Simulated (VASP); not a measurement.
Runs of VASP 6.6.1 on CdSe. The structure is that of space group F-43m (No. 216), or close to it. The cells are those of the table. 

```tsv
cell	gap on the mesh (eV)	pressure (GPa)
a = 4.130 Å, angles 60.0°, 2 atoms	0.85	(b)
a = 4.434, b = 4.434, c = 4.339 Å, angles 60.7, 60.7, 58.6°, 2 atoms	0.40	-0.2
a = 4.339, b = 4.411, c = 4.411 Å, angles 58.9, 60.5, 60.5°, 2 atoms	0.43	(a)
a = 4.170 Å, angles 60.0°, 2 atoms	0.79	(c)
```

Alike in all rows: task single point; level PBE; potentials or basis VASP PAW PBE potentials, release 64 (Cd, Se); no spin polarisation; k mesh 4 × 4 × 4; cutoff (eV) 500; smearing gaussian 0.01 eV.

**Question.** Fill in the values left out.

**Answer.** (a) 0.2; (b) 12.9; (c) 10.1.

Caveats: all runs use coarse meshes.

A k mesh can miss the band edges, and the runs leave out spin-orbit coupling on Cd, Se.
